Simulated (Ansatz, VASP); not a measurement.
# SrCl2 in VASP and in Ansatz

```
Sr Cl
1.0
     2.45672    1.41839    4.01532
    -2.45672    1.41839    4.01532
     0.00000   -2.83678    4.01532
Sr Cl
1 2
Direct
  0.00000 0.00000 0.00000
  0.24995 0.24995 0.24995
  0.75005 0.75005 0.75005
```

Alike in both runs: task single point; functional r2SCAN; k mesh 4 × 4 × 4; occupations methfessel-paxton of order 1, width 0.05 eV; no spin polarisation.

|  | VASP | Ansatz |
| --- | --- | --- |
| version | VASP 6.6.1 | Ansatz 0.2.0 |
| potentials or method | VASP PAW PBE potentials, release 64 (Sr_sv, Cl) | plane waves |
| plane-wave cutoff (eV) | 550 | 500 |
| valence electrons in the cell | 24 | 24 |

Ansatz gave:

- gap on the k mesh at the Fermi level (eV): 5.98
- pressure (GPa): 0.7

Problem. Which values does VASP return?

Solution. gap on the k mesh at the Fermi level (eV): 5.98; pressure (GPa): 0.8.

VASP's potentials were made for PBE, not for r2SCAN.
